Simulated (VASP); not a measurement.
Crystal: Zr.

```
CELL_PARAMETERS angstrom
3.23200 0.00000 0.00000
-1.61600 2.79899 0.00000
0.00000 0.00000 5.14700
ATOMIC_POSITIONS crystal
Zr 0.33333 0.66667 0.25000
Zr 0.66667 0.33333 0.75000
```

* Program: VASP 6.6.1
* Task: relaxation of volume and atoms at fixed shape
* Functional: PBEsol
* Potentials or basis: VASP PAW PBE potentials, release 64 (Zr_sv)
* Cutoff: 600 eV
* k mesh: 17 × 17 × 9
* Occupations: gaussian, width 0.05 eV
* Spin: no spin polarisation

At the start: pressure -3.2 GPa; volume 23.28 Å³/atom.

Where does the relaxation end?

Over 3 steps the energy falls by 8.2 meV/atom and the volume is 22.50 Å³/atom (-3.4 %); space group P6_3/mmc (No. 194, to 0.05 Å).

The path:
| step | energy change (eV) | largest force (eV/Å) | pressure (GPa) | volume (Å³) |
| --- | --- | --- | --- | --- |
| 1 | 0.0000 | 0.0000 | -3.25 | 46.56 |
| 2 | 0.0007 | 0.0000 | 3.62 | 43.46 |
| 3 | -0.0164 | 0.0000 | -0.03 | 45.00 |

Final structure:
```
Zr
1.0
     3.19546    0.00000    0.00000
    -1.59773    2.76735    0.00000
     0.00000    0.00000    5.08881
Zr
2
Cartesian
  0.0000 1.8449 1.2722
  1.5977 0.9224 3.8166
```

Caveat: the PAW data sets were made with another functional, which shifts forces and pressure a little.
